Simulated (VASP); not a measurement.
# CdS (P3m1) in VASP: a series of runs, part 2 of 2

VASP 6.6.1.

## Step 5: Relaxation of cell and atoms, LDA

Input file INCAR:

```
ALGO = Normal
EDIFF = 1E-7
EDIFFG = -0.01
ENCUT = 630
GGA_COMPAT = False
IBRION = 2
ISIF = 3
ISMEAR = -1
LASPH = True
LCHARG = False
LREAL = False
LWAVE = False
NELM = 120
NELMIN = 4
NSW = 60
PREC = Accurate
SIGMA = 0.05
```

Input file KPOINTS:

```
k-points
0
Gamma
  7 7 5
```

Input file POSCAR:

```
CdS
1.0
    4.2611695877      0.0000000000      0.0000000000
   -2.1305847939      3.6902811128      0.0000000000
    0.0000000000      0.0000000000      5.8041729400
Cd S
1 1
Direct
    0.0000000000      0.0000000000      0.4426919200
    0.6666666667      0.3333333333      0.4343080800
```

Potentials or basis: VASP PAW LDA potentials, release 64 (Cd_sv_GW, S).

On the command line:

```sh
$ cat potpaw_LDA.64/Cd_sv_GW/POTCAR potpaw_LDA.64/S/POTCAR > POTCAR
$ mpirun -np 1 vasp_std > vasp.out
```

OUTCAR:

```text
EDIFF = 1E-7
   EDIFFG = -0.01
   ENCUT = 630
   IBRION = 2
   ISIF = 3
   ISMEAR = -1
   LASPH = True
   LREAL = False
   NELM = 120
   NELMIN = 4
   NSW = 60
   PREC = Accurate

 ion  position               nearest neighbor table
   1  0.000  0.000  0.443-   2 2.46   2 2.46   2 2.46
   2  0.667  0.333  0.434-   1 2.46   1 2.46   1 2.46

  LATTYP: Found a hexagonal cell.
 ALAT       =     4.2611695877
 C/A-ratio  =     1.3621079426

  Lattice vectors:

 A1 = (   4.2611695877,   0.0000000000,   0.0000000000)
 A2 = (  -2.1305847939,   3.6902811128,   0.0000000000)
 A3 = (   0.0000000000,   0.0000000000,   5.8041729400)

Analysis of symmetry for initial positions (statically):
=====================================================================
 Subroutine PRICEL returns:
 Original cell was already a primitive cell.

[... 762 lines left out ...]

 [... further k-points ...]

[... ionic steps 4 to 13 ...]

--------------------------------------- Ionic step       14  -------------------------------------------

 number of electron      25.9999994 magnetization

------------------------ aborting loop because EDIFF is reached ----------------------------------------
[... 67 lines left out ...]
--------------------------------------- Ionic step       16  -------------------------------------------

 number of electron      25.9999995 magnetization

 Free energy of the ion-electron system (eV)
  ---------------------------------------------------
  ext. energy  EPLUGINS =         0.00000000
  ---------------------------------------------------
  free energy    TOTEN  =        -6.73714508 eV

  energy without entropy =       -6.73712906  energy(sigma->0) =       -6.73713707

 E-fermi :   1.5010     XC(G=0):  -8.5865

 val. band max:        1.0854638428   @ k =   0.2857   0.2857   0.0000
 cond. band min:       1.8039926841   @ k =   0.0000   0.0000   0.0000
 fundamental gap:      0.7185288413
 Fermi energy:         1.5010033758

 k-point     1 :       0.0000    0.0000    0.0000
  band No.  band energies     occupation
      1    -100.0472      2.00000
      2     -61.4867      2.00000
      3     -61.4093      2.00000
      4     -61.4093      2.00000
      5     -11.2882      2.00000
      6      -7.2223      2.00000
[... 500 lines left out ...]
  FREE ENERGIE OF THE ION-ELECTRON SYSTEM (eV)
  ---------------------------------------------------
  free  energy   TOTEN  =        -6.7371450809 eV

  energy  without entropy=       -6.7371290626  energy(sigma->0) =       -6.73713707

 reached required accuracy - stopping structural energy minimisation
```

OSZICAR:

```text
N       E                     dE             d eps       ncg     rms          rms(c)
DAV:   1     0.381800252602E+03    0.38180E+03   -0.17184E+04  1360   0.173E+03
DAV:   2     0.524838370153E+02   -0.32932E+03   -0.31836E+03  1125   0.634E+02
DAV:   3    -0.394968541815E+01   -0.56434E+02   -0.55739E+02  1573   0.241E+02
[... 187 lines left out ...]
DAV:   5    -0.673707801288E+01    0.40669E-03   -0.36602E-03  1715   0.126E+00    0.870E-02
DAV:   6    -0.673712614477E+01   -0.48132E-04   -0.26742E-04  1587   0.239E-01    0.473E-02
DAV:   7    -0.673714295353E+01   -0.16809E-04   -0.17488E-05  1521   0.597E-02    0.262E-02
DAV:   8    -0.673714504571E+01   -0.20922E-05   -0.10317E-05  1618   0.104E-01    0.401E-03
DAV:   9    -0.673714508085E+01   -0.35147E-07   -0.33570E-07  1200   0.121E-02
  16 F= -.67371451E+01 E0= -.67371371E+01  d E =-.510011E-04
```

CONTCAR:

```text
CdS
   1.00000000000000
     4.1416401776357850    0.0000000000018797    0.0000000000000000
    -2.0708200888648611    3.5867656071823948   -0.0000000000000002
    -0.0000000000000002   -0.0000000000000003    4.1233890359115897
  Cd              S
     1     1
Direct
     0.0000000000000000    0.0000000000000000    0.4353580271084258
     0.6666666667000030    0.3333333332999970    0.4416419728915766

  0.00000000E+00  0.00000000E+00  0.00000000E+00
  0.00000000E+00  0.00000000E+00  0.00000000E+00
```

It took 6 min on 1 thread of AMD EPYC 9R45 (Zen 5), shared host; peak memory 0.23 GiB.

Results:

```yaml
Free_energy: -6.7371 eV
Relaxed_volume: 30.63 Å³/atom
Relaxed_cell: a = 4.142 Å, b = 4.142 Å, c = 4.123 Å, α = 90.00°, β = 90.00°, γ = 120.00°
Space_group_after_relaxing_to_0.1_Å: P-6m2 (No. 187)
Energy_gained_by_relaxing: 51.0 meV/atom
Ionic_steps: 16
Pressure_after_relaxing: 0.0 GPa
Largest_force_after_relaxing: 0.006 eV/Å
Band_gap_on_the_k_mesh: 0.72 eV (least direct gap 1.04 eV)
```

Forces in eV/Å, atoms in the order of the input:
```
Cd   0.000  0.000 -0.006
S    0.000  0.000  0.006
```

The path:
| step | energy change (eV) | largest force (eV/Å) | pressure (GPa) | volume (Å³) |
| --- | --- | --- | --- | --- |
| 1 | 0.0000 | 0.0261 | -2.52 | 91.27 |
| 2 | -0.0121 | 0.0179 | 2.74 | 82.05 |
| 3 | -0.0615 | 0.0058 | -0.08 | 86.19 |
| 4 | -0.0615 | 0.0052 | -0.02 | 86.09 |
| 5 | -0.0616 | 0.0052 | -0.02 | 85.94 |
| 6 | -0.0620 | 0.0048 | -0.02 | 85.57 |
| 7 | -0.0627 | 0.0043 | -0.02 | 84.83 |
| 8 | -0.0640 | 0.0034 | -0.02 | 83.35 |
| 9 | -0.0672 | 0.0013 | -0.04 | 80.39 |
| 10 | -0.0771 | 0.0002 | -0.11 | 74.47 |
| 11 | -0.1017 | 0.0032 | -0.15 | 62.60 |
| 12 | -0.0917 | 0.0111 | 0.15 | 57.48 |
| 13 | -0.1020 | 0.0050 | -0.15 | 61.99 |
| 14 | -0.1020 | 0.0057 | -0.13 | 61.45 |
| 15 | -0.0947 | 0.0139 | 1.42 | 59.02 |
| 16 | -0.1021 | 0.0061 | 0.00 | 61.25 |

Final structure:
```
Cd S
1.0
     4.14164    0.00000    0.00000
    -2.07082    3.58677    0.00000
     0.00000    0.00000    4.12339
Cd S
1 1
Direct
  0.00000 0.00000 0.43536
  0.66667 0.33333 0.44164
```

Caveat: the volume moved by over 15 % at a fixed basis, so the end points are rough; the relaxation moved the vacuum too, so the length across it says nothing of the material; semilocal functionals underestimate gaps, and a narrow one can read as zero. A k mesh can miss the band edges.

## Step 6: The runs side by side

```tsv
task	level	potentials or basis	cell	k mesh	cutoff (eV)	smearing	grid for exact exchange (PRECFOCK)	share of exact exchange	gap on the mesh (eV)	pressure (GPa)	largest force (eV/Å)
single point	PBE0	VASP PAW PBE potentials, release 64 (Cd, S)	as given	4 × 4 × 3	520	gaussian 0.05 eV	Normal	0.25	3.22	-0.7	0.02
single point	PBE	VASP PAW PBE potentials, release 64 (Cd_sv_GW, S)	as given	7 × 7 × 5	630	gaussian 0.029 eV	-	-	1.46	-0.3	-
single point	PBE	VASP PAW PBE potentials, release 64 (Cd_sv_GW, S)	as given	7 × 7 × 5	630	gaussian 0.024 eV	-	-	1.46	-0.3	-
relaxation of cell and atoms	LDA	VASP PAW LDA potentials, release 64 (Cd_sv_GW, S)	relaxed	7 × 7 × 5	630	fermi-dirac 0.05 eV	-	-	0.72	0.0	0.01
```

Alike in all rows: no spin polarisation.

Caveats: some runs use coarse meshes; the PAW data sets were made with another functional, which shifts forces and pressure a little (at least some runs); the volume moved by over 15 % at a fixed basis, so the end points are rough (at least some runs); the relaxation moved the vacuum too, so the length across it says nothing of the material (at least some runs); semilocal functionals underestimate gaps, and a narrow one can read as zero (at least some runs).

Absolute energies hang on the potentials; compare differences alone.
